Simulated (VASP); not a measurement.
Here is a VASP 6.6.1 calculation.

The input INCAR:

```
  ALGO = Normal
  EDIFF = 1E-6
  ENCUT = 520
  ISIF = 2
  ISMEAR = -1
  LASPH = T
  LCHARG = F
  LREAL = F
  LWAVE = F
  NBANDS = 8
  NELM = 60
  PREC = Accurate
  SIGMA = 0.08
```

The input KPOINTS:

```
k-points
0
Gamma
  15 15 15
```

Contents of POSCAR:

```
As
1.0
    2.1896082985      0.0000000000      0.0000000000
    0.0000000000      2.1896082985      0.0000000000
    0.0000000000      0.0000000000      2.1896082985
As
1
Direct
    0.0000000000      0.0000000000      0.0000000000
```

Potentials or basis: VASP PAW LDA potentials, release 64 (As).

Command:

```sh
$ cat potpaw_LDA.64/As/POTCAR > POTCAR
$ mpirun -np 1 vasp_std > vasp.out
```

Estimate the pressure.

213.7 GPa.
